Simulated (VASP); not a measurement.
Wanted: the native input for a VASP 6.6.1 run.

| Quantity | Value |
| --- | --- |
| Task | single point |
| Functional | LDA |
| Potentials or basis | VASP PAW LDA potentials, release 64 (Ir) |
| Cutoff | 520 eV |
| k mesh | 14 × 14 × 14 |
| Occupations | methfessel-paxton, width 0.6 eV |
| Spin | no spin polarisation |
| Dipole correction | no |
| Further INCAR settings | ALGO = Normal; EDIFF = 1e-06; NBANDS = 10 |

The structure of Ir lies in POSCAR:

```
Ir
1.0
    0.0000000000      1.9060927672      1.9060927672
    1.9060927672      0.0000000000      1.9060927672
    1.9060927672      1.9060927672      0.0000000000
Ir
1
Direct
    0.0000000000      0.0000000000      0.0000000000
```

The input as run:

INCAR

```
SYSTEM = Ir
PREC     = Accurate       ! precision mode
ENCUT    = 520            ! plane-wave cutoff, eV
EDIFF    = 1E-6           ! SCF threshold, eV
ISMEAR   = 1              ! smearing method
SIGMA    = 0.6            ! smearing width, eV
LREAL    = .FALSE.        ! projectors in reciprocal space
LASPH    = .TRUE.         ! aspherical terms in the spheres
NELM     = 80             ! most SCF steps
ALGO     = Normal         ! electronic algorithm
ISIF     = 2              ! what is computed and relaxed
LWAVE    = .FALSE.        ! write WAVECAR
LCHARG   = .TRUE.         ! write CHGCAR
LELF     = .TRUE.         ! ELF
LVHAR    = .TRUE.       
NBANDS   = 10             ! bands
```

KPOINTS

```
regular mesh
0
G
  14 14 14
  0 0 0
```

Potentials or basis: VASP PAW LDA potentials, release 64 (Ir).

Command:

```sh
$ cat potpaw_LDA.64/Ir/POTCAR > POTCAR
$ mpirun -np 1 vasp_std > vasp.out
```

Results of the run:

```
Pressure : 2.2 GPa
```

It took 5.5 s on 1 thread of Intel Xeon 6975P-C, on a shared host, peak memory 0.13 GiB.
